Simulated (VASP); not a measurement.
# Mg2Ge (Fm-3m) in VASP: single point with HSE06

Aim: the single point of Mg2Ge with HSE06.

Everything below comes from runs of VASP 6.6.1. Logs are shortened: lines on timing, memory, paths and dates and some standing lists are left out, and cuts for length are marked.

### 1 The cell of the first run

It takes space group Fm-3m (No. 225, cubic). The conventional cell has a = 6.239 Å, b = 6.239 Å, c = 6.239 Å, α = 90.00°, β = 90.00°, γ = 90.00°. Within 3.6 Å of Ge (site symmetry m-3m) lie 8 Mg at 2.70 Å. Mg (site symmetry -43m) has 4 Ge at 2.70 Å and 6 Mg at 3.12 Å within 3.6 Å.

### 2 Single point, HSE06 (strain -2.0%)

Contents of POSCAR:

```
Mg2Ge
1.0
    0.0000000000      3.1194392128      3.1194392128
    3.1194392128      0.0000000000      3.1194392128
    3.1194392128      3.1194392128      0.0000000000
Ge Mg
1 2
Direct
    0.0000000000      0.0000000000      0.0000000000
    0.2500000000      0.2500000000      0.2500000000
    0.7500000000      0.7500000000      0.7500000000
```

Contents of INCAR.step1:

```
ALGO = Normal ; EDIFF = 1E-5
ENCUT = 520 ; GGA = PE
GGA_COMPAT = F ; ISIF = 2
ISMEAR = -1 ; LASPH = T
LCHARG = F ; LREAL = F
LWAVE = T ; NBANDS = 16
NELM = 120 ; PREC = Accurate
SIGMA = 0.02
```

Contents of INCAR.step2:

```
ALGO = Normal ; EDIFF = 1E-6
ENCUT = 520 ; GGA = PE
GGA_COMPAT = F ; HFSCREEN = 0.2079
ISIF = 2 ; ISMEAR = -1
ISTART = 1 ; LASPH = T
LCHARG = F ; LHFCALC = T
LREAL = F ; LWAVE = F
NBANDS = 16 ; NELM = 120
PREC = Accurate ; PRECFOCK = Normal
SIGMA = 0.02
```

Contents of KPOINTS:

```
k-points
0
Gamma
  6 6 6
```

Potentials or basis: VASP PAW PBE potentials, release 64 (Ge_d, Mg).

Started as:

```bash
$ cat potpaw_PBE.64/Ge_d/POTCAR potpaw_PBE.64/Mg/POTCAR > POTCAR
$ cp INCAR.step1 INCAR
$ mpirun -np 1 vasp_std > vasp.out
$ cp INCAR.step2 INCAR
$ mpirun -np 1 vasp_std > vasp.out
```

OUTCAR:

```text
EDIFF = 1E-6
   ENCUT = 520
   GGA = PE
   HFSCREEN = 0.2079
   ISIF = 2
   ISMEAR = -1
   ISTART = 1
   LASPH = T
   LHFCALC = T
   LREAL = F
   NELM = 120
   PREC = Accurate
   PRECFOCK = Normal

 ion  position               nearest neighbor table
   1  0.000  0.000  0.000-   2 2.70   3 2.70   3 2.70   3 2.70   3 2.70   2 2.70   2 2.70   2 2.70

   2  0.250  0.250  0.250-   1 2.70   1 2.70   1 2.70   1 2.70   3 3.12   3 3.12   3 3.12   3 3.12
                             3 3.12   3 3.12
   3  0.750  0.750  0.750-   1 2.70   1 2.70   1 2.70   1 2.70   2 3.12   2 3.12   2 3.12   2 3.12
                             2 3.12   2 3.12

  LATTYP: Found a face centered cubic cell.
 ALAT       =     6.2388784256

  Lattice vectors:

 A1 = (   0.0000000000,   3.1194392128,   3.1194392128)
 A2 = (   3.1194392128,   0.0000000000,   3.1194392128)
 A3 = (   3.1194392128,   3.1194392128,   0.0000000000)

Analysis of symmetry for initial positions (statically):
=====================================================================
 Subroutine PRICEL returns:
 Original cell was already a primitive cell.

 Routine SETGRP: Setting up the symmetry group for a
 face centered cubic supercell.

 Subroutine GETGRP returns: Found 48 space group operations
 (whereof 48 operations were pure point group operations)
 out of a pool of 48 trial point group operations.

The static configuration has the point symmetry O_h .

Analysis of symmetry for dynamics (positions and initial velocities):
=====================================================================
 Subroutine PRICEL returns:
 Original cell was already a primitive cell.

 Routine SETGRP: Setting up the symmetry group for a
 face centered cubic supercell.

 Subroutine GETGRP returns: Found 48 space group operations
 (whereof 48 operations were pure point group operations)
 out of a pool of 48 trial point group operations.

The dynamic configuration has the point symmetry O_h .

 Subroutine INISYM returns: Found 48 space group operations
 (whereof 48 operations are pure point group operations),
 and found     1 'primitive' translations

----------------------------------------------------------------------------------------

                                     Primitive cell

  volume of cell :      60.7099

  direct lattice vectors                    reciprocal lattice vectors
     0.000000000  3.119439213  3.119439213    -0.160285220  0.160285220  0.160285220
     3.119439213  0.000000000  3.119439213     0.160285220 -0.160285220  0.160285220
     3.119439213  3.119439213  0.000000000     0.160285220  0.160285220 -0.160285220

  length of vectors
     4.411553242  4.411553242  4.411553242     0.277622144  0.277622144  0.277622144

  position of ions in fractional coordinates (direct lattice)
     0.000000000  0.000000000  0.000000000
     0.250000000  0.250000000  0.250000000
     0.750000000  0.750000000  0.750000000

  ion indices of the primitive-cell ions
   primitive index   ion index
                 1           1
                 2           2
                 3           3

----------------------------------------------------------------------------------------

 KPOINTS: k-points

Automatic generation of k-mesh.
 Grid dimensions read from file:
 generate k-points for:    6    6    6

 Generating k-lattice:

  Cartesian coordinates                     Fractional coordinates (reciprocal lattice)
    -0.026714203  0.026714203  0.026714203     0.166666667  0.000000000  0.000000000
     0.026714203 -0.026714203  0.026714203     0.000000000  0.166666667  0.000000000
     0.026714203  0.026714203 -0.026714203     0.000000000  0.000000000  0.166666667

  Length of vectors
     0.046270357  0.046270357  0.046270357

  Shift w.r.t. Gamma in fractional coordinates (k-lattice)
     0.000000000  0.000000000  0.000000000

 Subroutine IBZKPT returns following result:
 ===========================================

 Found     16 irreducible k-points:

 Following reciprocal coordinates:
            Coordinates               Weight
  0.000000  0.000000  0.000000      1.000000
  0.166667  0.000000  0.000000      8.000000
  0.333333  0.000000  0.000000      8.000000
  0.500000  0.000000  0.000000      4.000000
  0.166667  0.166667  0.000000      6.000000
  0.333333  0.166667  0.000000     24.000000
[... 8 lines left out ...]
 -0.333333  0.333333  0.166667     24.000000
 -0.333333  0.500000  0.166667     12.000000
   k-points           NKPTS =     16   k-points in BZ     NKDIM =    216   number of bands    NBANDS=     16
   number of dos      NEDOS =    301   number of ions     NIONS =      3
   total plane-waves  NPLWV =  46656
   dimension x,y,z NGX =    36 NGY =   36 NGZ =   36
   dimension x,y,z NGXF=    72 NGYF=   72 NGZF=   72
   ions per type =               1   2
   NGX,Y,Z   is equivalent  to a cutoff of  13.57, 13.57, 13.57 a.u.
   NGXF,Y,Z  is equivalent  to a cutoff of  27.13, 27.13, 27.13 a.u.
 SYSTEM =  unknown system
   PREC   = accura    normal or accurate (medium, high low for compatibility)
   ISTART =      1    job   : 0-new  1-cont  2-samecut
   ICHARG =      0    charge: 1-file 2-atom 10-const
   ISPIN  =      1    spin polarized calculation?
   LNONCOLLINEAR =      F non collinear calculations
   LSORBIT =      F    spin-orbit coupling
   LASPH  =      T    aspherical Exc in radial PAW
   ENCUT  =  520.0 eV  38.22 Ry    6.18 a.u.   8.20  8.20  8.20*2*pi/ulx,y,z
   NELM   =    120;   NELMIN=  2; NELMDL=  0     # of ELM steps
   EDIFF  = 0.1E-05   stopping-criterion for ELM
   LREAL  =      F    real-space projection
   EDIFFG = 0.1E-04   stopping-criterion for IOM
   NSW    =      0    number of steps for IOM
   IBRION =     -1    ionic relax: 0-MD 1-quasi-New 2-CG
   NFREE  =      0    steps in history (QN), initial steepest desc. (CG)
   ISIF   =      2    stress and relaxation
   ISYM   =      3    0-nonsym 1-usesym 2-fastsym
   POTIM  = 0.5000    time-step for ionic-motion
   TEBEG  =    0.0;   TEEND  =   0.0 temperature during run
   PSTRESS=    0.0 pullay stress
   NELECT =      18.0000    total number of electrons
   NUPDOWN=      -1.0000    fix difference up-down
   EMIN   =  10.00;   EMAX   =-10.00  energy-range for DOS
   EFERMI =   0.00;   METHOD = LEGACY
   ISMEAR =    -1;   SIGMA  =   0.02  broadening in eV -4-tet -1-fermi 0-gaus
   EFERMI_NEDOS =   21; number of points for ismear=-14 and -15
   IALGO  =     38    algorithm
   IMIX   =      1    mixing-type and parameters
     AMIX     =   0.40;   BMIX     =  1.00
     AMIX_MAG =   1.60;   BMIX_MAG =  1.00
  volume/ion in A,a.u.               =      20.24       136.56
  Fermi-wavevector in a.u.,A,eV,Ry     =   1.091639  2.062899 16.213740  1.191676
  Thomas-Fermi vector in A             =   2.227889
   LORBIT       =      0    0 simple, 1 ext, 2 COOP (PROOUT), +10 PAW based schemes
   GGA     = PE    functional components
   LHFCALC =     T    Hartree Fock is set to
   PRECFOCK=normal    Normal, Fast or Accurate (Low or Medium for compatibility)
   ENCUT4O =  -1.0   cutoff for four orbital integrals eV
   NKREDX  =     1    reduce k-point grid by
   NKREDY  =     1    reduce k-point grid by
   NKREDZ  =     1    reduce k-point grid by
   AEXX    =    0.2500 exact exchange contribution
   HFSCREEN=    0.2079 screening length (either q_TF or 0.3 A-1)
   HFSCREENC=   0.2079 screening length for correlation (either q_TF or 0.3 A-1)
   ENCUTFOCK=  -1.0 apply spherical cutoff to Coloumb kernel
   IVDW    =     0    specifies the selected vdW correction
   LEPSILON=     F    determine dielectric tensor
   LRPA    =     F    only Hartree local field effects (RPA)
 non-spin polarized calculation
  energy-cutoff  :      520.00
  volume of cell :       60.71
 maximum number of plane-waves:      1660
 NGX is ok and might be reduce to    36
  NGX = 28; NGY = 28; NGZ = 28

 number of electron      17.9999990 magnetization

 Free energy of the ion-electron system (eV)
  ---------------------------------------------------
  ext. energy  EPLUGINS =         0.00000000
  ---------------------------------------------------
  free energy    TOTEN  =        -9.29277162 eV

  energy without entropy =       -9.29277149  energy(sigma->0) =       -9.29277156

 E-fermi :   3.9152     XC(G=0):  -7.7640

 val. band max:        3.6841946651   @ k =   0.0000   0.0000   0.0000
 cond. band min:       4.1462907237   @ k =   0.5000   0.5000   0.0000
 fundamental gap:      0.4620960587
 Fermi energy:         3.9152437847

 k-point     1 :       0.0000    0.0000    0.0000
  band No.  band energies     occupation
      1     -23.0485      2.00000
      2     -23.0485      2.00000
      3     -23.0485      2.00000
      4     -23.0320      2.00000
      5     -23.0320      2.00000
      6      -7.4866      2.00000
[... 8 lines left out ...]
     15      10.6874      0.00000
     16      11.4580      0.00000

 k-point     2 :       0.1667    0.0000    0.0000
  band No.  band energies     occupation
      1     -23.0485      2.00000
      2     -23.0482      2.00000
      3     -23.0482      2.00000
      4     -23.0319      2.00000
      5     -23.0319      2.00000
      6      -7.2082      2.00000
[... 8 lines left out ...]
     15       9.6545      0.00000
     16      11.1187      0.00000

 k-point     3 :       0.3333    0.0000    0.0000
  band No.  band energies     occupation
      1     -23.0484      2.00000
      2     -23.0476      2.00000
      3     -23.0476      2.00000
      4     -23.0317      2.00000
      5     -23.0317      2.00000
      6      -6.4799      2.00000
[... 8 lines left out ...]
     15      10.7415      0.00000
     16      11.6261      0.00000
[... 210 lines left out ...]
 k-point    15 :      -0.3333    0.3333    0.1667
  band No.  band energies     occupation
      1     -23.0479      2.00000
      2     -23.0477      2.00000
      3     -23.0462      2.00000
      4     -23.0321      2.00000
      5     -23.0313      2.00000
      6      -5.4911      2.00000
[... 8 lines left out ...]
     15      13.0897      0.00000
     16      14.5815      0.00000

 k-point    16 :      -0.3333    0.5000    0.1667
  band No.  band energies     occupation
      1     -23.0489      2.00000
      2     -23.0469      2.00000
      3     -23.0458      2.00000
      4     -23.0325      2.00000
      5     -23.0309      2.00000
      6      -5.3143      2.00000
[... 8 lines left out ...]
     15      13.9331      0.00000
     16      14.6518      0.00000

------------------------ aborting loop because EDIFF is reached ----------------------------------------

  FORCE on cell =-STRESS in cart. coord.  units (eV):
  Direction    XX          YY          ZZ          XY          YZ          ZX
  --------------------------------------------------------------------------------------
  -------------------------------------------------------------------------------------
  Total        1.5549689      1.5549689      1.5549689      0.0000000      0.0000000      0.0000000
  in kB       41.0367275     41.0367275     41.0367275      0.0000000      0.0000000      0.0000000
  external PRESSURE =      41.0367275 kB  Pullay stress =       0.0000000 kB

 VOLUME and BASIS-vectors are now :
 -----------------------------------------------------------------------------
  energy-cutoff  :      520.00
  volume of cell :       60.71
      direct lattice vectors                 reciprocal lattice vectors
     0.000000000  3.119439213  3.119439213    -0.160285220  0.160285220  0.160285220
     3.119439213  0.000000000  3.119439213     0.160285220 -0.160285220  0.160285220
     3.119439213  3.119439213  0.000000000     0.160285220  0.160285220 -0.160285220

 POSITION                                       TOTAL-FORCE (eV/Angst)
 -----------------------------------------------------------------------------------
      0.00000      0.00000      0.00000        -0.000000      0.000000      0.000000
      1.55972      1.55972      1.55972         0.000000      0.000000      0.000000
      4.67916      4.67916      4.67916        -0.000000     -0.000000     -0.000000
 -----------------------------------------------------------------------------------
    total drift:                               -0.000130     -0.000037     -0.000031

  FREE ENERGIE OF THE ION-ELECTRON SYSTEM (eV)
  ---------------------------------------------------
  free  energy   TOTEN  =        -9.2927716224 eV

  energy  without entropy=       -9.2927714883  energy(sigma->0) =       -9.29277156
```

It took 79 min on 1 thread of Intel Xeon Platinum 8375C at 2.90GHz (Ice Lake), shared host; peak memory 0.34 GiB.

What came out:

- Free energy: -9.2928 eV
- Pressure: 4.1 GPa
- Band gap on the k mesh: 0.46 eV (least direct gap 2.13 eV)

Caveat: the cell differs from its parent crystal (strain -2.0%); the cell stands under pressure; the structure was generated, so it needn't be the stable form of Mg2Ge; the PAW data sets were made with another functional, which shifts forces and pressure a little.
